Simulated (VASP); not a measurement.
# Hg (Im-3m) in VASP: a series of runs, part 2 of 2

VASP 6.6.1.

## Step 4: Single point, PBEsol (volume scaled by 0.96)

Input file INCAR:

```
  PREC = Accurate
  ENCUT = 520
  EDIFF = 1E-6
  ISMEAR = -1
  SIGMA = 0.1
  LREAL = False
  LASPH = True
  NELM = 100
  ALGO = Normal
  ISIF = 2
  LWAVE = False
  LCHARG = False
  GGA = PS
  NBANDS = 12
```

Input file KPOINTS:

```
Automatic mesh
0
Gamma
  14 14 14
```

Input file POSCAR:

```
Hg
1.0
   -1.7884684700      1.7884684700      1.7884684700
    1.7884684700     -1.7884684700      1.7884684700
    1.7884684700      1.7884684700     -1.7884684700
Hg
1
Direct
    0.0000000000      0.0000000000      0.0000000000
```

Potentials or basis: VASP PAW PBE potentials, release 64 (Hg).

Launch:

```console
> cat potpaw_PBE.64/Hg/POTCAR > POTCAR
> mpirun -np 1 vasp_std > vasp.out
```

OUTCAR:

```text
PREC = Accurate
   ENCUT = 520
   EDIFF = 1E-6
   ISMEAR = -1
   LREAL = False
   LASPH = True
   NELM = 100
   ISIF = 2
   GGA = PS

 ion  position               nearest neighbor table
   1  0.000  0.000  0.000-

  LATTYP: Found a body centered cubic cell.
 ALAT       =     3.5769369400

  Lattice vectors:

 A1 = (  -1.7884684700,   1.7884684700,   1.7884684700)
 A2 = (   1.7884684700,  -1.7884684700,   1.7884684700)
[... 527 lines left out ...]
      1      -4.9407      2.00000
      2      -4.3405      2.00000
      3      -4.0325      2.00000
      4      -3.3947      2.00000
      5      -3.2602      2.00000
      6       2.1079      1.99611
      7       4.0634      0.00000
      8       5.8870      0.00000
      9      12.8745      0.00000
     10      19.9913      0.00000
     11      20.9147      0.00000
     12      23.1363      0.00000

 [... further k-points ...]
[... 5 lines left out ...]
  --------------------------------------------------------------------------------------
  -------------------------------------------------------------------------------------
  Total        0.3245037      0.3245037      0.3245037      0.0000000     -0.0000000      0.0000000
  in kB       22.7209418     22.7209418     22.7209418      0.0000000     -0.0000000      0.0000000
  external PRESSURE =      22.7209418 kB  Pullay stress =       0.0000000 kB

 VOLUME and BASIS-vectors are now :
 -----------------------------------------------------------------------------
  energy-cutoff  :      520.00
  volume of cell :       22.88
      direct lattice vectors                 reciprocal lattice vectors
    -1.788468470  1.788468470  1.788468470     0.000000000  0.279568809  0.279568809
     1.788468470 -1.788468470  1.788468470     0.279568809  0.000000000  0.279568809
     1.788468470  1.788468470 -1.788468470     0.279568809  0.279568809  0.000000000

 POSITION                                       TOTAL-FORCE (eV/Angst)
 -----------------------------------------------------------------------------------
      0.00000      0.00000      0.00000         0.000000     -0.000000      0.000000
 -----------------------------------------------------------------------------------
    total drift:                                0.000000      0.000000      0.000000

  FREE ENERGIE OF THE ION-ELECTRON SYSTEM (eV)
  ---------------------------------------------------
  free  energy   TOTEN  =        -0.5487312112 eV

  energy  without entropy=       -0.5387899307  energy(sigma->0) =       -0.54376057
```

stdout:

```text
POSCAR found type information on POSCAR Hg
 POSCAR found :  1 types and       1 ions
 scaLAPACK will be used
 -----------------------------------------------------------------------------
|                                                                             |
|                                                                             |
|     You enforced a specific xc type in the INCAR file but a different       |
|     I HOPE YOU KNOW WHAT YOU ARE DOING!                                     |
|                                                                             |
 -----------------------------------------------------------------------------

 LDA part: xc-table for (Slater+PW92), standard interpolation
 POSCAR, INCAR and KPOINTS ok, starting setup
 FFT: planning ... GRIDC
 FFT: planning ... GRID_SOFT
 FFT: planning ... GRID
 WAVECAR not read
 entering main loop
```

It took 6.3 s on 1 thread of Intel Xeon 6975P-C (Granite Rapids), shared host; peak memory 0.15 GiB.

Results:

```yaml
Free_energy: -0.5487 eV
Pressure: 2.3 GPa
Band_gap_on_the_k_mesh: zero (band 6 reaches 6.31 eV, above the bottom of band 7 at 1.66 eV)
```

Levels at points of the mesh, in eV from the Fermi level:
```csv
k point,band 3,band 4,band 5,band 6,band 7,band 8,band 9,band 10
"(0.00, 0.00, 0.00)",-7.11,-7.11,-6.15,-6.15,15.30,15.30,15.30,16.81
"(0.50, 0.00, 0.00)",-6.22,-6.10,-5.45,-1.49,-1.08,9.74,10.29,15.15
"(0.50, 0.50, 0.50)",-5.62,-5.62,-5.62,3.58,3.90,3.90,3.90,10.42
```

Caveat: the PAW data sets were made with another functional, which shifts forces and pressure a little; spin-orbit coupling is left out, which moves the levels of the heavy elements.

## Step 5: The runs side by side

```tsv
cell	gap on the mesh (eV)	pressure (GPa)
a = 3.009 Å, angles 109.5°, 1 atom	none	8.2
a = 3.054 Å, angles 109.5°, 1 atom	none	4.8
a = 3.098 Å, angles 109.5°, 1 atom	none	2.3
```

Alike in all rows: task single point; level PBEsol; potentials or basis VASP PAW PBE potentials, release 64 (Hg); no spin polarisation; k mesh 14 × 14 × 14; cutoff (eV) 520; smearing fermi-dirac 0.1 eV.

Caveats: the PAW data sets were made with another functional, which shifts forces and pressure a little; spin-orbit coupling is left out, which moves the levels of the heavy elements.

Total energies depend on the potentials used, so only differences within one code and one set of settings carry meaning.
